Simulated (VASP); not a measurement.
Here is a VASP 6.6.1 calculation.

The input INCAR:

```
  PREC = Accurate
  ENCUT = 520
  EDIFF = 1E-6
  ISMEAR = 0
  SIGMA = 0.02
  LREAL = F
  LASPH = T
  NELM = 60
  ALGO = Normal
  ISIF = 2
  LWAVE = F
  LCHARG = F
  GGA = PE
  NBANDS = 30
```

Contents of KPOINTS:

```
Automatic mesh
0
Gamma
  8 6 4
```

Contents of POSCAR:

```
HgC2S2N2
1.0
    4.2329471887      0.0000000000      0.0000000000
   -2.1144270624      5.7163840087      0.0000000000
   -0.0029581084     -0.5040876655      6.7692714648
Hg C S N
1 2 2 2
Direct
    0.0106090000      0.0031850000      0.9995660000
    0.2621110000      0.5190190000      0.2254610000
    0.7408300000      0.4839070000      0.7775810000
    0.1382670000      0.2529200000      0.3262010000
    0.8826210000      0.7489330000      0.6773500000
    0.3527220000      0.7110710000      0.1580950000
    0.6367890000      0.2885240000      0.8396700000
```

Potentials or basis: VASP PAW PBE potentials, release 64 (Hg, C, S, N).

The run is started by

```sh
$ cat potpaw_PBE.64/Hg/POTCAR potpaw_PBE.64/C/POTCAR potpaw_PBE.64/S/POTCAR potpaw_PBE.64/N/POTCAR > POTCAR
$ mpirun -np 1 vasp_std > vasp.out
```

Q: Estimate the pressure.

A: -6.2 GPa.

Q: Estimate the band gap on the k mesh.

A: 1.81 eV (least direct gap 1.87 eV).

Stress tensor (GPa, compression positive):
```
 -0.23  -0.02  -0.01
 -0.02 -13.87   3.75
 -0.01   3.75  -4.55
```

Caveat: the cell differs from its parent crystal (strained); the stress differs along the axes, from -14 to -0 GPa; spin-orbit coupling is left out, which moves the levels of the heavy elements; forces of over 1 eV/Å act on the atoms, so gaps and moduli don't describe the material at rest. A k mesh can miss the band edges.
